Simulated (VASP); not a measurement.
# GaN: relaxation of cell and atoms with r2SCAN

GaN:

```
Ga N
1.0
     3.18000    0.00000    0.00000
    -1.59000    2.75396    0.00000
     0.00000    0.00000    5.16600
Ga N
2 2
Direct
  0.33333 0.66667 0.00000
  0.66667 0.33333 0.50000
  0.33333 0.66667 0.37500
  0.66667 0.33333 0.87500
```

```yaml
Program: VASP 6.6.1
Task: relaxation of cell and atoms
Functional: r2SCAN
Potentials_or_basis: VASP PAW PBE potentials, release 64 (Ga_d, N)
Cutoff: 600 eV
k_mesh: 10 × 10 × 6
Occupations: fermi-dirac, width 0.1 eV
Spin: no spin polarisation
Dipole_correction: no
Further_INCAR_settings: ALGO = Normal; EDIFF = 1e-07; IBRION = 2; EDIFFG = -0.002; NSW = 100; ISIF = 3
```

* Relaxed volume: 11.44 Å³/atom
* Relaxed cell: a = 3.189 Å, b = 3.189 Å, c = 5.195 Å, α = 90.00°, β = 90.00°, γ = 120.00°
* Space group after relaxing (to 0.1 Å): P6_3mc (No. 186)
* Energy gained by relaxing: 1.3 meV/atom
* Ionic steps: 9
* Pressure after relaxing: 0.0 GPa
* Band gap on the k mesh: 2.30 eV

Step by step:
| step | energy change (eV) | largest force (eV/Å) | pressure (GPa) | volume (Å³) |
| --- | --- | --- | --- | --- |
| 1 | 0.0000 | 0.1447 | 2.20 | 45.24 |
| 2 | 0.0000 | 0.0947 | -2.15 | 46.27 |
| 3 | -0.0051 | 0.0180 | -0.01 | 45.74 |
| 4 | -0.0051 | 0.0155 | -0.04 | 45.75 |
| 5 | -0.0051 | 0.0028 | 0.00 | 45.74 |
| 6 | -0.0051 | 0.0019 | 0.02 | 45.74 |
| 7 | -0.0051 | 0.0030 | 0.03 | 45.74 |
| 8 | -0.0051 | 0.0025 | -0.02 | 45.75 |
| 9 | -0.0051 | 0.0008 | 0.00 | 45.74 |

Final structure:
```yaml
crystal:
  lattice:
    - [3.18875, 0.00000, 0.00000]
    - [-1.59438, 2.76154, 0.00000]
    - [0.00000, 0.00000, 5.19458]
  atoms:
    - { symbol: Ga, position: [0.33333, 0.66667, 0.99911] }
    - { symbol: Ga, position: [0.66667, 0.33333, 0.49911] }
    - { symbol: N, position: [0.33333, 0.66667, 0.37589] }
    - { symbol: N, position: [0.66667, 0.33333, 0.87589] }
```

Levels at points of the mesh, in eV from the valence-band top:
```
           k point  band 15  band 16  band 17  band 18  band 19  band 20  band 21  band 22
(0.00, 0.00, 0.00)    -1.06    -0.04     0.00     0.00     2.30     4.78     9.92    10.56
(0.50, 0.00, 0.00)    -4.27    -2.81    -2.22    -1.03     5.56     6.09     6.53     9.30
(0.00, 0.00, 0.50)    -0.54    -0.54    -0.54    -0.54     4.73     4.73     9.14     9.14
(0.50, 0.00, 0.50)    -1.99    -1.99    -1.94    -1.94     4.87     4.87     8.38     8.38
```

Run time: 13 min on 1 thread of Intel(R) Xeon(R) 6975P-C (Granite Rapids) (shared host), peak memory 0.23 GiB.

Caveat: the PAW data sets were made with another functional, which shifts forces and pressure a little. Zero-point motion and thermal expansion aren't in these numbers.
